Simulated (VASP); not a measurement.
Runs of VASP 6.6.1 on In. The structure is that of space group I4/mmm (No. 139), or close to it. The cells are those of the table. 

| cell | further INCAR settings | gap on the mesh (eV) | pressure (GPa) |
| --- | --- | --- | --- |
| a = 3.387 Å, angles 124.5, 124.5, 82.4°, 1 atom | ALGO = Fast; EDIFF = 1e-06; NBANDS = 12 | none | 0.4 |
| a = 3.432 Å, angles 123.4, 123.4, 84.1°, 1 atom | ALGO = Fast; EDIFF = 1e-06; NBANDS = 12 | none | (a) |
| a = 3.354 Å, angles 123.0, 123.0, 85.0°, 1 atom | ALGO = Fast; EDIFF = 1e-07; NBANDS = 12 | none | (b) |
| a = 3.456 Å, angles 122.9, 122.9, 85.0°, 1 atom | ALGO = Fast; EDIFF = 1e-07; NBANDS = 12 | none | -3.0 |
| a = 3.382 Å, angles 123.5, 123.5, 84.1°, 1 atom | ALGO = Fast; EDIFF = 1e-06; NBANDS = 12 | none | -0.3 |

Alike in all rows: task single point; level PBEsol; potentials or basis VASP PAW PBE potentials, release 64 (In_d); no spin polarisation; k mesh 20 × 20 × 20; cutoff (eV) 520; smearing gaussian 0.15 eV.

Problem. Fill in the values left out.

Solution. (a) -2.0; (b) 0.3.

Caveats: the PAW data sets were made with another functional, which shifts forces and pressure a little; spin-orbit coupling is left out, which moves the levels of the heavy elements.

A k mesh can miss the band edges, and the runs leave out spin-orbit coupling on In.

A gap of «none» marks levels without a gap at the run's occupations.
